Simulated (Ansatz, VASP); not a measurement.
Two plane-wave programs on AlN

```
Al N
1.0
     0.00000    1.96900    2.00838
     1.96900    0.00000    2.00838
     1.96900    1.96900    0.00000
Al N
1 1
Cartesian
  0.0000 0.0000 0.0000
  1.9690 1.9690 2.0084
```

Alike in both runs: task single point; functional PBEsol; k mesh 8 × 8 × 8; occupations fermi-dirac, width 0.02 eV; no spin polarisation.

```csv
,VASP,Ansatz
version,VASP 6.6.1,Ansatz 0.2.0
potentials or method,"VASP PAW PBE potentials, release 64 (Al, N), cutoff 600 eV","plane waves, PAW"
valence electrons in the cell,8,8
```

|  | VASP | Ansatz | Ansatz less VASP |
| --- | --- | --- | --- |
| pressure (GPa) | 18.0 | 18.2 | +0.20 |
| traceless stress, the component that is largest in VASP (GPa) | -5.22 | -5.18 | +0.047 |

VASP's potentials were made for PBE, not for PBEsol.
